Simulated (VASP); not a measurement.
A run of VASP 6.6.1 is set up as follows.

File INCAR:

```
  PREC = Accurate
  ENCUT = 520
  EDIFF = 1E-6
  ISMEAR = -1
  SIGMA = 0.08
  LREAL = F
  LASPH = T
  NELM = 60
  ALGO = Normal
  ISIF = 2
  LWAVE = F
  LCHARG = F
  GGA = PE
  NBANDS = 19
```

File KPOINTS:

```
Automatic mesh
0
Gamma
  13 13 7
```

POSCAR

```
Zr
1.0
    3.2319982225      0.0484799733      0.0484799733
   -1.5740142227      2.7747525789      0.0177449018
    0.0772050000      0.0772050000      5.1470000000
Zr
2
Direct
    0.3333333333      0.6666666667      0.2500000000
    0.6666666667      0.3333333333      0.7500000000
```

Potentials or basis: VASP PAW PBE potentials, release 64 (Zr_sv).

The run is started by

```bash
$ cat potpaw_PBE.64/Zr_sv/POTCAR > POTCAR
$ mpirun -np 1 vasp_std > vasp.out
```

Problem. What does it give for the pressure?

Solution. 0.5 GPa.

Problem. Estimate the largest force.

Solution. 0.052 eV/Å.

Problem. Predict the band gap on the k mesh.

Solution. Zero (band 12 reaches 9.98 eV, above the bottom of band 13 at 8.68 eV).

Stress tensor (GPa, compression positive):
```
 0.29 -1.28 -0.67
-1.28  0.39 -0.66
-0.67 -0.66  0.91
```

Caveat: the cell differs from its parent crystal (equal xy, yz and zx shear strains of +3 %).
